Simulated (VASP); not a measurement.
## MgTi16: single point with LDA

MgTi16, a slab with vacuum:

```xyz
17
Lattice="5.7282 0.0000 0.0000 -2.8641 4.9608 0.0000 0.0000 0.0000 22.2412" Properties=species:S:1:pos:R:3 pbc="T T T"
Ti    1.4321    0.8268    4.0000
Ti    0.0000    3.3072    4.0000
Ti    4.2962    0.8268    4.0000
Ti    2.8641    3.3072    4.0000
Ti    0.0000    1.6536    6.2677
Ti   -1.4321    4.1340    6.2677
Ti    2.8641    1.6536    6.2677
Ti    1.4321    4.1340    6.2677
Ti    1.4321    0.8268    8.6267
Ti    0.0000    3.3072    8.6267
Ti    4.2962    0.8268    8.6267
Ti    2.8641    3.3072    8.6267
Ti    0.0000    1.6536   10.7412
Ti   -1.4321    4.1340   10.7412
Ti    2.8641    1.6536   10.7412
Ti    1.4321    4.1340   10.7412
Mg    1.4321    2.4804   13.0890
```

- Program: VASP 6.6.1
- Task: single point
- Functional: LDA
- Potentials or basis: VASP PAW LDA potentials, release 64 (Ti_sv, Mg)
- Cutoff: 520 eV
- k mesh: 6 × 6 × 1
- Occupations: gaussian, width 0.1 eV
- Spin: no spin polarisation

| Quantity | Value |
| --- | --- |
| Largest force | 0.809 eV/Å |
| Band gap on the k mesh | zero (bands 97 and 98 overlap by 0.93 eV) |

Forces on the atoms (eV/Å):
```
Ti   0.000  0.010  0.578
Ti   0.009 -0.005  0.578
Ti   0.000  0.000  0.560
Ti  -0.009 -0.005  0.578
Ti  -0.040 -0.023 -0.493
Ti   0.000  0.000 -0.516
Ti   0.040 -0.023 -0.493
Ti   0.000  0.047 -0.493
Ti   0.000  0.049 -0.290
Ti   0.043 -0.025 -0.290
Ti   0.000  0.000 -0.468
Ti  -0.043 -0.025 -0.290
Ti   0.061  0.035  0.093
Ti   0.000  0.000  0.809
Ti  -0.061  0.035  0.093
Ti   0.000 -0.071  0.093
Mg   0.000  0.000 -0.047
```

Levels at points of the mesh, in eV from the Fermi level:
```
           k point  band 92  band 93  band 94  band 95  band 96  band 97  band 98  band 99  band 100  band 101
(0.00, 0.00, 0.00)    -0.05     0.04     0.04     0.35     0.48     0.56     0.59     0.59      0.65      0.65
(0.50, 0.00, 0.00)    -0.58    -0.49    -0.49    -0.32    -0.28    -0.28    -0.22    -0.05     -0.03      0.18
```

It took 50 min on 1 thread of Intel(R) Xeon(R) Platinum 8375C CPU @ 2.90GHz (Ice Lake), on a shared host, peak memory 0.76 GiB.
